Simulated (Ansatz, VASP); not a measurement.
**One calculation of SiW12, two programs**

```
W Si
1.0
     5.66442    0.00000    0.00000
     0.00000    5.66442    0.00000
     0.00000    0.00000   21.15007
W Si
12 1
Direct
  0.25000 0.25000 0.18912
  0.25000 0.75000 0.18912
  0.75000 0.25000 0.18912
  0.75000 0.75000 0.18912
  0.00000 0.00000 0.28489
  0.00000 0.50000 0.28489
  0.50000 0.00000 0.28489
  0.50000 0.50000 0.28489
  0.25000 0.25000 0.38062
  0.25000 0.75000 0.38062
  0.75000 0.25000 0.38062
  0.75000 0.75000 0.38062
  0.41667 0.50000 0.51300
```

Alike in both runs: task single point; functional PBE; dispersion D3(BJ); k mesh 5 × 5 × 1; occupations gaussian, width 0.1 eV; no spin polarisation.

|  | VASP | Ansatz |
| --- | --- | --- |
| version | VASP 6.6.1 | Ansatz 0.2.0 |
| potentials or method | VASP PAW PBE potentials, release 64 (W_sv, Si), cutoff 520 eV | scalar-relativistic, plane waves, PAW |
| valence electrons in the cell | 172 | 172 |

Ansatz gave:

```
gap on the k mesh at the Fermi level (eV) : none
rms of the force components (eV/Å)        : 0.594
```

Question: What did VASP give for the same quantities?

Answer: gap on the k mesh at the Fermi level (eV): none; rms of the force components (eV/Å): 0.598.

Atom by atom the forces differ by 0.015 eV/Å (rms over components). A gap of «none» marks a metal or a gap that the smearing closes.

Neither program's run includes spin-orbit coupling.
